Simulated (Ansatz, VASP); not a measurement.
CdS in VASP and in Ansatz

Contents of POSCAR:

```
CdS
1.0
    3.8936750000      0.0000000000      0.0000000000
    1.9468375000      3.3720214641      0.0000000000
    1.9468375000      1.1240071547      3.1791723247
Cd S
1 1
Direct
    0.0000000000      0.0000000000      0.0000000000
    0.5000000000      0.5000000000      0.5000000000
```

The input INCAR.step1:

```
  PREC = Accurate
  ENCUT = 520
  ISMEAR = 0
  SIGMA = 0.01
  LREAL = False
  LASPH = True
  NELM = 80
  NBANDS = 16
  GGA = PE
  ALGO = Normal
  EDIFF = 1E-4
  LWAVE = True
  LCHARG = False
```

INCAR.step2

```
  PREC = Accurate
  ENCUT = 520
  EDIFF = 1E-6
  ISMEAR = 0
  SIGMA = 0.01
  LREAL = False
  LASPH = True
  NELM = 80
  ALGO = Normal
  ISIF = 2
  LWAVE = False
  LCHARG = True
  METAGGA = R2SCAN
  LMIXTAU = True
  LELF = True
  LVHAR = True
  NBANDS = 16
  ISTART = 1
```

The input KPOINTS:

```
regular mesh
0
Gamma
  6 6 6
```

Input for Ansatz:

```yaml
crystal:
  lattice:
    a: 3.893675
    b: 3.893675
    c: 3.893675
    alpha: 60.0
    beta: 60.0
    gamma: 60.0
  atoms:
    - { symbol: Cd, position: [0.0, 0.0, 0.0] }
    - { symbol: S, position: [0.5, 0.5, 0.5] }
basis:
  ecutwfc: 500.0
kpoints:
  mp_grid:
    grid: [6, 6, 6]
hamiltonian:
  xc: r2scan
scf:
  occupations:
    method: fixed
output:
  stress: true
```

Alike in both runs: task single point; functional r2SCAN; k mesh 6 × 6 × 6; no spin polarisation.

```csv
,VASP,Ansatz
version,VASP 6.6.1,Ansatz 0.2.0
potentials or method,"VASP PAW PBE potentials, release 64 (Cd, S), cutoff 520 eV","plane waves, PAW"
occupations,"gaussian, width 0.01 eV",fixed
valence electrons in the cell,18,26
```

|  | VASP | Ansatz | Ansatz less VASP |
| --- | --- | --- | --- |
| pressure (GPa) | -1.8 | -2.2 | -0.41 |

VASP's potentials were made for PBE, not for r2SCAN. VASP's potentials hold 18 valence electrons a cell and Ansatz's 26, so a difference there can come from the potentials and not from the codes.
